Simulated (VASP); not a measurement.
A run of VASP 6.6.1 is set up as follows.

File INCAR:

```
PREC = Accurate
ENCUT = 520
EDIFF = 1E-7
ISMEAR = 0
SIGMA = 0.15
LREAL = False
LASPH = True
NELM = 80
ALGO = Fast
ISIF = 2
LWAVE = False
LCHARG = False
GGA = PE
NBANDS = 11
```

KPOINTS

```
regular mesh
0
Gamma
  18 18 18
```

Contents of POSCAR:

```
Ba
1.0
   -3.0856361661      2.5416638329      2.5416638329
    2.5416638329     -3.0856361661      2.5416638329
    2.5416638329      2.5416638329     -3.0856361661
Ba
1
Direct
    0.0000000000      0.0000000000      0.0000000000
```

Potentials or basis: VASP PAW PBE potentials, release 64 (Ba_sv).

Launch:

```bash
$ cat potpaw_PBE.64/Ba_sv/POTCAR > POTCAR
$ mpirun -np 1 vasp_std > vasp.out
```

(1) What does it give for the pressure?

(2) What does it give for the band gap on the k mesh?

## Answers

(1) 0.6 GPa.

(2) zero (bands 5 and 6 overlap by 0.86 eV).

Caveat: spin-orbit coupling is left out, which moves the levels of the heavy elements.
